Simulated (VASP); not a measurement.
# AlCo (P4/mmm) in VASP: a series of runs

Runs on AlCo. Level: PBEsol. Tasks: single point.

Program: VASP 6.6.1. These are calculated values, not measurements. Logs are shortened: lines on timing, memory, paths and dates and some standing lists are left out, and cuts for length are marked.

## Step 1: The cell of the first run

Symmetry: P4/mmm, No. 123, tetragonal system. Conventional cell: a = 2.586 Å, b = 2.586 Å, c = 3.362 Å, α = 90.00°, β = 90.00°, γ = 90.00°. Within 3.4 Å of Al (site symmetry 4/mmm) lie 8 Co at 2.48 Å and 6 Al at 2.59 to 3.36 Å. Co (site symmetry 4/mmm) has 8 Al at 2.48 Å and 6 Co at 2.59 to 3.36 Å within 3.4 Å.

## Step 2: Single point, PBEsol

Input file INCAR:

```
SYSTEM = AlCo
PREC = Accurate
ENCUT = 520
EDIFF = 1E-6
ISMEAR = 0
SIGMA = 0.15
LREAL = .FALSE.
LASPH = .TRUE.
NELM = 80
ALGO = Fast
ISIF = 2
LWAVE = .FALSE.
LCHARG = .FALSE.
GGA = PS
NBANDS = 13
```

Input file KPOINTS:

```
regular mesh
0
G
  24 24 24
  0 0 0
```

Input file POSCAR:

```
AlCo
1.0
    2.5862231461      0.0000000000      0.0000000000
    0.0000000000      2.5862231461      0.0000000000
    0.0000000000      0.0000000000      3.3620900900
Al Co
1 1
Direct
    0.0000000000      0.0000000000      0.0000000000
    0.5000000000      0.5000000000      0.5000000000
```

Potentials or basis: VASP PAW PBE potentials, release 64 (Al, Co).

Command:

```
cat potpaw_PBE.64/Al/POTCAR potpaw_PBE.64/Co/POTCAR > POTCAR
mpirun -np 1 vasp_std > vasp.out
```

OUTCAR:

```text
SYSTEM = AlCo
   PREC = Accurate
   ENCUT = 520
   EDIFF = 1E-6
   ISMEAR = 0
   LREAL = .FALSE.
   LASPH = .TRUE.
   NELM = 80
   ISIF = 2
   GGA = PS

 ion  position               nearest neighbor table
   1  0.000  0.000  0.000-   2 2.48   2 2.48   2 2.48   2 2.48   2 2.48   2 2.48   2 2.48   2 2.48

   2  0.500  0.500  0.500-   1 2.48   1 2.48   1 2.48   1 2.48   1 2.48   1 2.48   1 2.48   1 2.48

  LATTYP: Found a simple tetragonal cell.
 ALAT       =     2.5862231461
 C/A-ratio  =     1.3000000000

  Lattice vectors:

 A1 = (   2.5862231461,   0.0000000000,   0.0000000000)
 A2 = (   0.0000000000,   2.5862231461,   0.0000000000)
 A3 = (   0.0000000000,   0.0000000000,   3.3620900900)

Analysis of symmetry for initial positions (statically):
=====================================================================
 Subroutine PRICEL returns:
 Original cell was already a primitive cell.

 Routine SETGRP: Setting up the symmetry group for a
 simple tetragonal supercell.

 Subroutine GETGRP returns: Found 16 space group operations
 (whereof 16 operations were pure point group operations)
 out of a pool of 16 trial point group operations.

The static configuration has the point symmetry D_4h.

Analysis of symmetry for dynamics (positions and initial velocities):
=====================================================================
 Subroutine PRICEL returns:
 Original cell was already a primitive cell.

 Routine SETGRP: Setting up the symmetry group for a
 simple tetragonal supercell.

 Subroutine GETGRP returns: Found 16 space group operations
 (whereof 16 operations were pure point group operations)
 out of a pool of 16 trial point group operations.

The dynamic configuration has the point symmetry D_4h.

 Subroutine INISYM returns: Found 16 space group operations
 (whereof 16 operations are pure point group operations),
 and found     1 'primitive' translations

----------------------------------------------------------------------------------------

                                     Primitive cell

  volume of cell :      22.4875

  direct lattice vectors                    reciprocal lattice vectors
     2.586223146  0.000000000  0.000000000     0.386664237  0.000000000  0.000000000
     0.000000000  2.586223146  0.000000000     0.000000000  0.386664237  0.000000000
     0.000000000  0.000000000  3.362090090     0.000000000  0.000000000  0.297434029

  length of vectors
     2.586223146  2.586223146  3.362090090     0.386664237  0.386664237  0.297434029

  position of ions in fractional coordinates (direct lattice)
     0.000000000  0.000000000  0.000000000
     0.500000000  0.500000000  0.500000000

  ion indices of the primitive-cell ions
   primitive index   ion index
                 1           1
                 2           2

----------------------------------------------------------------------------------------

 KPOINTS: regular mesh

Automatic generation of k-mesh.
 Grid dimensions read from file:
 generate k-points for:   24   24   24

 Generating k-lattice:

  Cartesian coordinates                     Fractional coordinates (reciprocal lattice)
     0.016111010  0.000000000  0.000000000     0.041666667  0.000000000  0.000000000
     0.000000000  0.016111010  0.000000000     0.000000000  0.041666667  0.000000000
     0.000000000  0.000000000  0.012393085     0.000000000  0.000000000  0.041666667

  Length of vectors
     0.016111010  0.016111010  0.012393085

  Shift w.r.t. Gamma in fractional coordinates (k-lattice)
     0.000000000  0.000000000  0.000000000

 Subroutine IBZKPT returns following result:
 ===========================================

 Found   1183 irreducible k-points:

 Following reciprocal coordinates:
            Coordinates               Weight
  0.000000  0.000000  0.000000      1.000000
  0.041667  0.000000  0.000000      4.000000
  0.083333  0.000000  0.000000      4.000000
  0.125000  0.000000  0.000000      4.000000
  0.166667  0.000000  0.000000      4.000000
  0.208333  0.000000  0.000000      4.000000
[... 16 lines left out ...]
  0.416667  0.041667  0.000000      8.000000
  0.458333  0.041667  0.000000      8.000000
 [... further k-points ...]
   k-points           NKPTS =   1183   k-points in BZ     NKDIM =   1183   number of bands    NBANDS=     13
   number of dos      NEDOS =    301   number of ions     NIONS =      2
   total plane-waves  NPLWV =  11200
   dimension x,y,z NGX =    20 NGY =   20 NGZ =   28
   dimension x,y,z NGXF=    40 NGYF=   40 NGZF=   56
   ions per type =               1   1
   NGX,Y,Z   is equivalent  to a cutoff of  12.86, 12.86, 13.85 a.u.
   NGXF,Y,Z  is equivalent  to a cutoff of  25.71, 25.71, 27.69 a.u.
 SYSTEM =  AlCo
   PREC   = accura    normal or accurate (medium, high low for compatibility)
   ISTART =      0    job   : 0-new  1-cont  2-samecut
   ICHARG =      2    charge: 1-file 2-atom 10-const
   ISPIN  =      1    spin polarized calculation?
   LNONCOLLINEAR =      F non collinear calculations
   LSORBIT =      F    spin-orbit coupling
   LASPH  =      T    aspherical Exc in radial PAW
   ENCUT  =  520.0 eV  38.22 Ry    6.18 a.u.   4.81  4.81  6.25*2*pi/ulx,y,z
   NELM   =     80;   NELMIN=  2; NELMDL= -5     # of ELM steps
   EDIFF  = 0.1E-05   stopping-criterion for ELM
   LREAL  =      F    real-space projection
   EDIFFG = 0.1E-04   stopping-criterion for IOM
   NSW    =      0    number of steps for IOM
   IBRION =     -1    ionic relax: 0-MD 1-quasi-New 2-CG
   NFREE  =      0    steps in history (QN), initial steepest desc. (CG)
   ISIF   =      2    stress and relaxation
   ISYM   =      2    0-nonsym 1-usesym 2-fastsym
   POTIM  = 0.5000    time-step for ionic-motion
   TEBEG  =    0.0;   TEEND  =   0.0 temperature during run
   PSTRESS=    0.0 pullay stress
   NELECT =      12.0000    total number of electrons
   NUPDOWN=      -1.0000    fix difference up-down
   EMIN   =  10.00;   EMAX   =-10.00  energy-range for DOS
   EFERMI =   0.00;   METHOD = LEGACY
   ISMEAR =     0;   SIGMA  =   0.15  broadening in eV -4-tet -1-fermi 0-gaus
   EFERMI_NEDOS =   21; number of points for ismear=-14 and -15
   IALGO  =     68    algorithm
   IMIX   =      4    mixing-type and parameters
     AMIX     =   0.40;   BMIX     =  1.00
     AMIX_MAG =   1.60;   BMIX_MAG =  1.00
  volume/ion in A,a.u.               =      11.24        75.88
  Fermi-wavevector in a.u.,A,eV,Ry     =   1.327868  2.509306 23.990236  1.763233
  Thomas-Fermi vector in A             =   2.457148
   LORBIT       =      0    0 simple, 1 ext, 2 COOP (PROOUT), +10 PAW based schemes
   GGA     = PS    functional components
   LHFCALC =     F    Hartree Fock is set to
   AEXX    =    0.0000 exact exchange contribution
   IVDW    =     0    specifies the selected vdW correction
   LEPSILON=     F    determine dielectric tensor
   LRPA    =     F    only Hartree local field effects (RPA)
 non-spin polarized calculation
 RMM-DIIS sequential band-by-band and
 Gauss-broadening in eV      SIGMA  =   0.15
  energy-cutoff  :      520.00
  volume of cell :       22.49
 maximum number of plane-waves:       624
 NGX is ok and might be reduce to    20
   NGX =  9   NGY =  9   NGZ = 13

 number of electron      12.0000003 magnetization

 Free energy of the ion-electron system (eV)
  ---------------------------------------------------
  ext. energy  EPLUGINS =         0.00000000
  ---------------------------------------------------
  free energy    TOTEN  =       -12.76208757 eV

  energy without entropy =      -12.74563226  energy(sigma->0) =      -12.75385991

 E-fermi :  10.5148     XC(G=0): -12.5283

 val. band max:       10.5147048228   @ k =   0.5000   0.1667   0.3750
 cond. band min:      10.5148813095   @ k =   0.4167   0.4167   0.2917
 fundamental gap:      0.0001764867
 Fermi energy:        10.5148344184

 k-point     1 :       0.0000    0.0000    0.0000
  band No.  band energies     occupation
      1      -0.5067      2.00000
      2       7.4298      2.00000
      3       7.9118      2.00000
      4      10.0127      2.00000
      5      10.0127      2.00000
      6      10.6614      0.16703
      7      11.5396      0.00000
      8      17.0282      0.00000
      9      20.4287      0.00000
     10      20.4287      0.00000
     11      20.4996      0.00000
     12      28.2640      0.00000
     13      31.8036      0.00000

 k-point     2 :       0.0417    0.0000    0.0000
  band No.  band energies     occupation
      1      -0.4671      2.00000
      2       7.4486      2.00000
      3       7.9206      2.00000
      4       9.9171      2.00000
      5      10.0161      2.00000
      6      10.6429      0.22714
      7      11.6619      0.00000
      8      17.0283      0.00000
      9      19.3423      0.00000
     10      20.4737      0.00000
     11      21.4794      0.00000
     12      28.4576      0.00000
     13      30.7776      0.00000

 k-point     3 :       0.0833    0.0000    0.0000
  band No.  band energies     occupation
      1      -0.3483      2.00000
      2       7.5032      2.00000
      3       7.9450      2.00000
      4       9.6920      2.00000
      5      10.0259      2.00000
      6      10.5893      0.48243
      7      11.9673      0.00000
      8      17.0070      0.00000
      9      18.2025      0.00000
     10      20.6075      0.00000
     11      22.3286      0.00000
     12      29.0285      0.00000
     13      29.4685      0.00000
[... 305 lines left out ...]
 k-point    23 :       0.4167    0.0417    0.0000
  band No.  band energies     occupation
      1       3.2416      2.00000
      2       6.2260      2.00000
      3       8.0446      2.00000
      4       8.4075      2.00000
      5       9.7548      2.00000
      6      10.1607      1.99916
      7      11.9530      0.00000
      8      16.3219      0.00000
      9      17.9154      0.00000
     10      20.6322      0.00000
     11      23.2437      0.00000
     12      23.8498      0.00000
     13      26.9844      0.00000

 k-point    24 :       0.4583    0.0417    0.0000
  band No.  band energies     occupation
      1       3.9253      2.00000
      2       5.5310      2.00000
      3       7.9847      2.00000
      4       8.4543      2.00000
      5       9.7115      2.00000
      6      10.1714      1.99880
      7      11.8816      0.00000
      8      16.8182      0.00000
      9      18.0032      0.00000
     10      19.9916      0.00000
     11      23.1621      0.00000
     12      24.2235      0.00000
     13      26.2695      0.00000

 [... further k-points ...]
[... 5 lines left out ...]
  --------------------------------------------------------------------------------------
  -------------------------------------------------------------------------------------
  Total        1.7096229      1.7096229     -1.4032595      0.0000000      0.0000000      0.0000000
  in kB      121.8062522    121.8062522    -99.9786457      0.0000000      0.0000000      0.0000000
  external PRESSURE =      47.8779529 kB  Pullay stress =       0.0000000 kB

 VOLUME and BASIS-vectors are now :
 -----------------------------------------------------------------------------
  energy-cutoff  :      520.00
  volume of cell :       22.49
      direct lattice vectors                 reciprocal lattice vectors
     2.586223146  0.000000000  0.000000000     0.386664237  0.000000000  0.000000000
     0.000000000  2.586223146  0.000000000     0.000000000  0.386664237  0.000000000
     0.000000000  0.000000000  3.362090090     0.000000000  0.000000000  0.297434029

 POSITION                                       TOTAL-FORCE (eV/Angst)
 -----------------------------------------------------------------------------------
      0.00000      0.00000      0.00000         0.000000      0.000000      0.000000
      1.29311      1.29311      1.68105         0.000000      0.000000      0.000000
 -----------------------------------------------------------------------------------
    total drift:                               -0.000000      0.000000      0.000000

  FREE ENERGIE OF THE ION-ELECTRON SYSTEM (eV)
  ---------------------------------------------------
  free  energy   TOTEN  =       -12.7620875673 eV

  energy  without entropy=      -12.7456322555  energy(sigma->0) =      -12.75385991
```

Wall time 3 min (1 thread of AMD EPYC 9R45 (Zen 5), shared host); peak memory 0.42 GiB.

What came out:

```
Free energy            : -12.7621 eV
Pressure               : 4.8 GPa
Band gap on the k mesh : zero (bands 6 and 7 overlap by 3.16 eV)
```

Levels at points of the mesh, in eV from the Fermi level:
| k point | band 4 | band 5 | band 6 | band 7 | band 8 | band 9 |
| --- | --- | --- | --- | --- | --- | --- |
| (0.00, 0.00, 0.00) | -0.50 | -0.50 | 0.15 | 1.02 | 6.51 | 9.91 |
| (0.50, 0.00, 0.00) | -2.07 | -0.80 | -0.30 | 1.35 | 6.44 | 7.48 |
| (0.50, 0.50, 0.00) | -1.90 | -1.07 | -1.07 | 0.73 | 4.27 | 5.56 |
| (0.00, 0.00, 0.50) | -0.89 | -0.77 | -0.77 | 0.16 | 9.26 | 13.44 |
| (0.50, 0.00, 0.50) | -2.09 | -0.78 | -0.55 | -0.54 | 2.90 | 3.06 |
| (0.50, 0.50, 0.50) | -0.28 | 0.73 | 2.33 | 3.36 | 3.36 | 4.80 |

Caveat: the stress differs along the axes, from -10 to 12 GPa; the PAW data sets were made with another functional, which shifts forces and pressure a little; the run has no spin polarisation, though such a crystal can be magnetic.

(Continued in part 2 of 3.)
